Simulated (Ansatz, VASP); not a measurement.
## One calculation of P2Pt3, two programs

```
P Pt
1.0
     3.78841    0.00000    0.00000
    -1.89421    3.28086    0.00000
     0.00000    0.00000    5.82323
P Pt
2 3
Direct
  0.33333 0.66667 0.79548
  0.66667 0.33333 0.20452
  0.00000 0.00000 0.00000
  0.66667 0.33333 0.61936
  0.33333 0.66667 0.38064
```

Alike in both runs: task single point; functional PBE; k mesh 6 × 6 × 4; occupations gaussian, width 0.1 eV; no spin polarisation.

|  | VASP | Ansatz |
| --- | --- | --- |
| version | VASP 6.6.1 | Ansatz 0.2.0 |
| potentials or method | VASP PAW PBE potentials, release 64 (P, Pt), cutoff 520 eV | scalar-relativistic, plane waves, PAW |
| valence electrons in the cell | 40 | 64 |

|  | VASP | Ansatz | Ansatz less VASP |
| --- | --- | --- | --- |
| gap on the k mesh at the Fermi level (eV) | none | none | - |
| pressure (GPa) | 25.1 | 25.3 | +0.23 |
| traceless stress, the component that is largest in VASP (GPa) | -0.03 | -0.05 | -0.017 |
| rms of the force components (eV/Å) | 0.837 | 0.843 | +0.0056 |

Atom by atom the forces differ by 0.006 eV/Å (rms over components). A gap of «none» marks a metal or a gap that the smearing closes. VASP's potentials hold 40 valence electrons a cell and Ansatz's 64, so a difference there can come from the potentials and not from the codes.

Neither program's run includes spin-orbit coupling.
